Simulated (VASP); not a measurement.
Input of a VASP 6.6.1 run:

INCAR

```
PREC     = Accurate       # precision mode
ENCUT    = 520            # plane-wave cutoff, eV
EDIFF    = 1E-6           # SCF threshold, eV
ISMEAR   = 0              # smearing method
SIGMA    = 0.1            # smearing width, eV
LREAL    = F              # projectors in reciprocal space
LASPH    = T              # aspherical terms in the spheres
NELM     = 150            # most SCF steps
ALGO     = Normal         # electronic algorithm
ISIF     = 2              # what is computed and relaxed
LWAVE    = F              # write WAVECAR
LCHARG   = F              # write CHGCAR
ISPIN    = 2              # spin polarisation
MAGMOM   = 0 1.49 1.49 1.49 1.49 1.49 # initial moments
LORBIT   = 11             # projections on sites
GGA      = PE             # functional
NBANDS   = 34             # bands
```

The input KPOINTS:

```
Automatic mesh
0
Gamma
  6 6 6
```

The input POSCAR:

```
InO5
1.0
    5.1399494153      0.0000000000      0.0000000000
   -2.5699747077      4.4513267678      0.0000000000
    0.0000000000      0.0000000000      3.2140419983
In O
1 5
Direct
    0.0000000000      0.0000000000      0.0000000000
    0.2927628664      0.0000000000      0.5000000000
    0.7072371336      0.7072371336      0.5000000000
    0.0000000000      0.2927628664      0.5000000000
    0.3333333333      0.6666666667      0.0000000000
    0.6666666667      0.3333333333      0.0000000000
```

Potentials or basis: VASP PAW PBE potentials, release 64 (In_d, O).

Launch:

```sh
$ cat potpaw_PBE.64/In_d/POTCAR potpaw_PBE.64/O/POTCAR > POTCAR
$ mpirun -np 1 vasp_std > vasp.out
```

Predict the band gap on the k mesh.

zero (filled and empty bands overlap).

What does it give for the largest force?

0.049 eV/Å.

What does it give for the net moment?

7.00 μB per cell.

Estimate the site moments.

In -0.02; O +0.95, +1.57 μB.

Forces on the atoms (eV/Å):
```
In   0.000  0.000  0.000
O    0.049  0.000  0.000
O   -0.025 -0.043  0.000
O   -0.025  0.043  0.000
O    0.000  0.000  0.000
O    0.000  0.000  0.000
```

Caveat: spin-orbit coupling is left out, which moves the levels of the heavy elements.
